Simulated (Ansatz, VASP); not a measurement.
B3As5: VASP beside Ansatz

```
B As
1.0
     3.46163    0.00000    0.00000
    -1.73082    2.99786    0.00000
     0.00000    0.00000   13.00321
B As
3 5
Cartesian
  0.0000 1.9986 0.5388
  1.7308 0.9993 3.3285
  0.0000 0.0000 9.2154
  0.0000 0.0000 -0.1078
  0.0000 1.9986 2.6623
  1.7308 0.9993 5.4483
  0.0000 1.9986 9.7698
  0.0000 0.0000 6.9127
```

Alike in both runs: functional PBE; k mesh 5 × 5 × 2; occupations gaussian, width 0.2 eV; no spin polarisation.

Ansatz relaxed the structure, and its values are those at the end. VASP's run is a single point on that final structure, the one shown.

```csv
,VASP,Ansatz
version,VASP 6.6.1,Ansatz 0.2.0
potentials or method,"VASP PAW PBE potentials, release 64 (B, As), cutoff 520 eV","scalar-relativistic, plane waves, PAW"
valence electrons in the cell,34,84
```

```csv
,VASP,Ansatz,Ansatz less VASP
gap on the k mesh at the Fermi level (eV),none,none,-
pressure (GPa),0.1,-0.3,-0.41
rms of the force components (eV/Å),0.028,0.023,-0.0050
```

A gap of «none» marks a metal or a gap that the smearing closes. VASP's potentials hold 34 valence electrons a cell and Ansatz's 84, so a difference there can come from the potentials and not from the codes.

The k mesh is coarse, so the values compare programs but aren't converged.
